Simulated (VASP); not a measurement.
Wanted: the native input for a VASP 6.6.1 run.

```yaml
Task: single point
Functional: LDA
Potentials_or_basis: VASP PAW LDA potentials, release 64 (Mn_pv, O)
Cutoff: 520 eV
k_mesh: 11 × 11 × 6
Occupations: fermi-dirac, width 0.03 eV
Spin: collinear spin, ferromagnetic start
Starting_moments: "[0.6, 0.0, 0.0] μB"
Fixed_moment: 0.6 μB
Dipole_correction: no
Further_INCAR_settings: ALGO = Normal; EDIFF = 1e-06; NBANDS = 24
```

The structure of MnO2 lies in POSCAR:

```
MnO2
1.0
    2.8565781804      0.0000000000      0.0000000000
   -1.4282890902      2.4738692722      0.0000000000
    0.0000000000      0.0000000000      4.6013740589
Mn O
1 2
Direct
    0.0000000000      0.0000000000      0.5000000000
    0.6666666667      0.3333333333      0.2937074300
    0.3333333333      0.6666666667      0.7062925700
```

One way to write it, as run:

INCAR

```
SYSTEM = MnO2
PREC = Accurate
ENCUT = 520
EDIFF = 1E-6
ISMEAR = -1
SIGMA = 0.03
LREAL = .False.
LASPH = .True.
NELM = 150
ALGO = Normal
ISIF = 2
LWAVE = .False.
LCHARG = .True.
ISPIN = 2
MAGMOM = 0.6 0 0
LORBIT = 11
NUPDOWN = 0.6
LMAXMIX = 4
GGA = CA
LELF = .True.
LVHAR = .True.
NBANDS = 24
```

KPOINTS

```
Automatic mesh
0
Gamma
  11 11 6
  0 0 0
```

Potentials or basis: VASP PAW LDA potentials, release 64 (Mn_pv, O).

Command:

```console
$ cat potpaw_LDA.64/Mn_pv/POTCAR potpaw_LDA.64/O/POTCAR > POTCAR
$ mpirun -np 1 vasp_std > vasp.out
```

It gave:

```yaml
Pressure: -17.0 GPa
Largest_force: 0.726 eV/Å
Net_moment: 0.60 μB per cell
Site_moments: Mn +0.63; O -0.02 μB
Valence_electrons_inside_the_program's_atomic_spheres: Mn 11.84; O 4.93
```

Caveat: the cell stands under tension; the total moment is fixed, so each spin has its own Fermi level; a cell with one magnetic atom can't hold antiferromagnetic order, which such compounds often take.

Wall time 3.1 min on 1 thread of Intel Xeon 8259CL (shared host), peak memory 0.21 GiB.
